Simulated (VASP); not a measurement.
# BiH4 (Im-3m) in VASP: further runs, part 2 of 2

VASP 6.6.1. Earlier steps stand in the parts before.

## 3. Single point, PBE

This run uses another cell than the first one, of 11.76 Å³/atom.

INCAR

```
  PREC = Accurate
  ENCUT = 520
  EDIFF = 1E-6
  ISMEAR = 0
  SIGMA = 0.1
  LREAL = False
  LASPH = True
  NELM = 60
  ALGO = Normal
  ISIF = 2
  LWAVE = False
  LCHARG = False
  GGA = PE
  NBANDS = 18
```

KPOINTS

```
regular mesh
0
Gamma
  12 12 12
```

POSCAR

```
BiH4
1.0
   -2.4494841675      2.4494841675      2.4494841675
    2.4494841675     -2.4494841675      2.4494841675
    2.4494841675      2.4494841675     -2.4494841675
Bi H
1 4
Direct
    0.0000000000      0.0000000000      0.0000000000
    0.5000000000      0.5000000000      0.5000000000
    0.5000000000      0.0000000000      0.0000000000
    0.0000000000      0.0000000000      0.5000000000
    0.0000000000      0.5000000000      0.0000000000
```

Potentials or basis: VASP PAW PBE potentials, release 64 (Bi_d, H).

Run with:

```console
$ cat potpaw_PBE.64/Bi_d/POTCAR potpaw_PBE.64/H/POTCAR > POTCAR
$ mpirun -np 1 vasp_std > vasp.out
```

OUTCAR:

```text
PREC = Accurate
   ENCUT = 520
   EDIFF = 1E-6
   ISMEAR = 0
   LREAL = False
   LASPH = True
   NELM = 60
   ISIF = 2
   GGA = PE

 ion  position               nearest neighbor table
   1  0.000  0.000  0.000-   2 2.12   3 2.12   4 2.12   5 2.12   4 2.12   5 2.12   3 2.12   2 2.12

   2  0.500  0.500  0.500-   1 2.12   1 2.12
   3  0.500  0.000  0.000-   1 2.12   1 2.12
   4  0.000  0.000  0.500-   1 2.12   1 2.12
   5  0.000  0.500  0.000-   1 2.12   1 2.12

  LATTYP: Found a body centered cubic cell.
 ALAT       =     4.8989683350

  Lattice vectors:

 A1 = (  -2.4494841675,   2.4494841675,   2.4494841675)
 A2 = (   2.4494841675,  -2.4494841675,   2.4494841675)
 A3 = (   2.4494841675,   2.4494841675,  -2.4494841675)

Analysis of symmetry for initial positions (statically):
=====================================================================
 Subroutine PRICEL returns:
 Original cell was already a primitive cell.

 Routine SETGRP: Setting up the symmetry group for a
 body centered cubic supercell.

 Subroutine GETGRP returns: Found 48 space group operations
 (whereof 48 operations were pure point group operations)
 out of a pool of 48 trial point group operations.

The static configuration has the point symmetry O_h .

Analysis of symmetry for dynamics (positions and initial velocities):
=====================================================================
 Subroutine PRICEL returns:
 Original cell was already a primitive cell.

 Routine SETGRP: Setting up the symmetry group for a
 body centered cubic supercell.

 Subroutine GETGRP returns: Found 48 space group operations
 (whereof 48 operations were pure point group operations)
 out of a pool of 48 trial point group operations.

The dynamic configuration has the point symmetry O_h .

[... 117 lines left out ...]
   EMIN   =  10.00;   EMAX   =-10.00  energy-range for DOS
   EFERMI =   0.00;   METHOD = LEGACY
   ISMEAR =     0;   SIGMA  =   0.10  broadening in eV -4-tet -1-fermi 0-gaus
   EFERMI_NEDOS =   21; number of points for ismear=-14 and -15
   IALGO  =     38    algorithm
   IMIX   =      4    mixing-type and parameters
     AMIX     =   0.40;   BMIX     =  1.00
     AMIX_MAG =   1.60;   BMIX_MAG =  1.00
  volume/ion in A,a.u.               =      11.76        79.34
  Fermi-wavevector in a.u.,A,eV,Ry     =   1.123478  2.123066 17.173324  1.262204
  Thomas-Fermi vector in A             =   2.260145
   LORBIT       =      0    0 simple, 1 ext, 2 COOP (PROOUT), +10 PAW based schemes
   GGA     = PE    functional components
   LHFCALC =     F    Hartree Fock is set to
   AEXX    =    0.0000 exact exchange contribution
   IVDW    =     0    specifies the selected vdW correction
   LEPSILON=     F    determine dielectric tensor
   LRPA    =     F    only Hartree local field effects (RPA)
 non-spin polarized calculation
 Gauss-broadening in eV      SIGMA  =   0.10
  energy-cutoff  :      520.00
  volume of cell :       58.79
 maximum number of plane-waves:      1605
   NGX = 15   NGY = 15   NGZ = 15

 number of electron      19.0000000 magnetization

 Free energy of the ion-electron system (eV)
  ---------------------------------------------------
  ext. energy  EPLUGINS =         0.00000000
  ---------------------------------------------------
  free energy    TOTEN  =       -13.70446820 eV

  energy without entropy =      -13.68735551  energy(sigma->0) =      -13.69591185

 E-fermi :   2.7781     XC(G=0):  -8.7018

 val. band max:        2.7778759618   @ k =  -0.3333   0.4167   0.1667
 cond. band min:       2.8157043219   @ k =  -0.3333   0.5000   0.1667
 fundamental gap:      0.0378283601
 Fermi energy:         2.7780967662

 k-point     1 :       0.0000    0.0000    0.0000
  band No.  band energies     occupation
      1     -19.8483      2.00000
      2     -19.8483      2.00000
      3     -19.8483      2.00000
      4     -19.7930      2.00000
      5     -19.7930      2.00000
      6      -9.6133      2.00000
[... 481 lines left out ...]
      5     -19.7956      2.00000
      6      -8.3004      2.00000
[... 10 lines left out ...]
     17      13.8135      0.00000
     18      15.4661      0.00000

 [... further k-points ...]
[... 5 lines left out ...]
  --------------------------------------------------------------------------------------
  -------------------------------------------------------------------------------------
  Total       -0.0361295     -0.0361295     -0.0361295      0.0000000      0.0000000     -0.0000000
  in kB       -0.9846661     -0.9846661     -0.9846661      0.0000000      0.0000000     -0.0000000
  external PRESSURE =      -0.9846661 kB  Pullay stress =       0.0000000 kB

 VOLUME and BASIS-vectors are now :
 -----------------------------------------------------------------------------
  energy-cutoff  :      520.00
  volume of cell :       58.79
      direct lattice vectors                 reciprocal lattice vectors
    -2.449484168  2.449484168  2.449484168     0.000000000  0.204124610  0.204124610
     2.449484168 -2.449484168  2.449484168     0.204124610  0.000000000  0.204124610
     2.449484168  2.449484168 -2.449484168     0.204124610  0.204124610  0.000000000

 POSITION                                       TOTAL-FORCE (eV/Angst)
 -----------------------------------------------------------------------------------
      0.00000      0.00000      0.00000         0.000000      0.000000      0.000000
      1.22474      1.22474      1.22474         0.000000      0.000000      0.000000
     -1.22474      1.22474      1.22474         0.000000     -0.000000     -0.000000
      1.22474      1.22474     -1.22474        -0.000000     -0.000000      0.000000
      1.22474     -1.22474      1.22474        -0.000000     -0.000000      0.000000
 -----------------------------------------------------------------------------------
    total drift:                                0.000000      0.000000      0.000000

  FREE ENERGIE OF THE ION-ELECTRON SYSTEM (eV)
  ---------------------------------------------------
  free  energy   TOTEN  =       -13.7044682025 eV

  energy  without entropy=      -13.6873555056  energy(sigma->0) =      -13.69591185
```

stdout:

```text
POSCAR found type information on POSCAR BiH
 POSCAR found :  2 types and       5 ions
 scaLAPACK will be used
 LDA part: xc-table for (Slater+PW92), standard interpolation
 POSCAR, INCAR and KPOINTS ok, starting setup
 FFT: planning ... GRIDC
 FFT: planning ... GRID_SOFT
 FFT: planning ... GRID
 WAVECAR not read
 entering main loop
```

Wall time 49 s (1 thread of Intel Xeon Platinum 8488C (Sapphire Rapids), shared host); peak memory 0.21 GiB.

Results:

- Free energy: -13.7045 eV
- Pressure: -0.1 GPa
- Band gap on the k mesh: zero (an odd number of electrons rules out a gap without spin polarisation)

Levels at points of the mesh, in eV from the Fermi level:
| k point | band 7 | band 8 | band 9 | band 10 | band 11 | band 12 |
| --- | --- | --- | --- | --- | --- | --- |
| (0.00, 0.00, 0.00) | -0.53 | -0.53 | -0.53 | 1.07 | 1.07 | 1.07 |
| (0.50, 0.00, 0.00) | -6.15 | -3.42 | -1.07 | 0.21 | 0.89 | 6.82 |
| (0.50, 0.50, 0.50) | -5.40 | -5.40 | -5.40 | 1.11 | 3.28 | 3.28 |

Caveat: spin-orbit coupling is left out, which moves the levels of the heavy elements.

## 4. Relaxation of cell and atoms, PBE

INCAR

```
  PREC = Accurate
  ENCUT = 600
  EDIFF = 1E-6
  ISMEAR = 0
  SIGMA = 0.1
  LREAL = F
  LASPH = T
  NELM = 60
  ALGO = Normal
  ISIF = 3
  LWAVE = F
  LCHARG = F
  GGA = PE
  IBRION = 2
  NSW = 100
  EDIFFG = -0.01
```

KPOINTS is that of step 3.

POSCAR, as its differences from that of step 3:

```diff
@@ -2,5 +2,5 @@
 1.0
-   -2.4494841675      2.4494841675      2.4494841675
-    2.4494841675     -2.4494841675      2.4494841675
-    2.4494841675      2.4494841675     -2.4494841675
+   -2.4597075900      2.4597075900      2.4597075900
+    2.4597075900     -2.4597075900      2.4597075900
+    2.4597075900      2.4597075900     -2.4597075900
 Bi H
```

Run with:

```console
$ cat potpaw_PBE.64/Bi_d/POTCAR potpaw_PBE.64/H/POTCAR > POTCAR
$ mpirun -np 1 vasp_std > vasp.out
```

Wall time 1.8 min (1 thread of Intel Xeon Platinum 8488C (Sapphire Rapids), shared host); peak memory 0.26 GiB.

It converged, with:

```yaml
Free_energy: -13.7059 eV
Relaxed_volume: 11.77 Å³/atom
Relaxed_cell: a = 4.245 Å, b = 4.245 Å, c = 4.245 Å, α = 109.47°, β = 109.47°, γ = 109.47°
Space_group_after_relaxing_to_0.1_Å: Im-3m (No. 229)
Energy_gained_by_relaxing: 0.3 meV/atom
Ionic_steps: 3
Pressure_after_relaxing: 0.0 GPa
Band_gap_on_the_k_mesh: zero (an odd number of electrons rules out a gap without spin polarisation)
```

The path:
```
step  energy change (eV)  largest force (eV/Å)  pressure (GPa)  volume (Å³)
   1              0.0000                0.0000           -0.55        59.53
   2             -0.0009                0.0000           -0.30        59.18
   3             -0.0013                0.0000           -0.05        58.87
```

Final structure:
```yaml
crystal:
  lattice:
    - [-2.45065, 2.45065, 2.45065]
    - [2.45065, -2.45065, 2.45065]
    - [2.45065, 2.45065, -2.45065]
  atoms:
    - { symbol: Bi, position: [0.00000, 0.00000, 0.00000] }
    - { symbol: H, position: [0.50000, 0.50000, 0.50000] }
    - { symbol: H, position: [0.50000, 0.00000, 0.00000] }
    - { symbol: H, position: [0.00000, 0.00000, 0.50000] }
    - { symbol: H, position: [0.00000, 0.50000, 0.00000] }
```

Levels at points of the mesh, in eV from the Fermi level:
| k point | band 6 | band 7 | band 8 | band 9 | band 10 | band 11 | band 12 | band 13 |
| --- | --- | --- | --- | --- | --- | --- | --- | --- |
| (0.00, 0.00, 0.00) | -12.38 | -0.53 | -0.53 | -0.53 | 1.06 | 1.07 | 1.07 | 1.07 |
| (0.50, 0.00, 0.00) | -11.10 | -6.14 | -3.42 | -1.06 | 0.21 | 0.89 | 6.82 | 7.14 |
| (0.50, 0.50, 0.50) | -9.90 | -5.39 | -5.39 | -5.39 | 1.11 | 3.28 | 3.28 | 9.64 |

Caveat: spin-orbit coupling is left out, which moves the levels of the heavy elements.

## 5. Summary

```csv
task,cell,k mesh,cutoff (eV),gap on the mesh (eV),pressure (GPa)
single point,"a = 4.260 Å, angles 109.5°, 5 atoms",6 × 6 × 6,520,none,-0.3
single point,"a = 4.243 Å, angles 109.5°, 5 atoms",12 × 12 × 12,520,none,-0.1
relaxation of cell and atoms,"relaxed from a = 4.260 Å, angles 109.5°, 5 atoms",12 × 12 × 12,600,none,0.0
```

Alike in all rows: level PBE; potentials or basis VASP PAW PBE potentials, release 64 (Bi_d, H); no spin polarisation; smearing gaussian 0.1 eV.

Caveats: spin-orbit coupling is left out, which moves the levels of the heavy elements.

Total energies depend on the potentials used, so only differences within one code and one set of settings carry meaning.
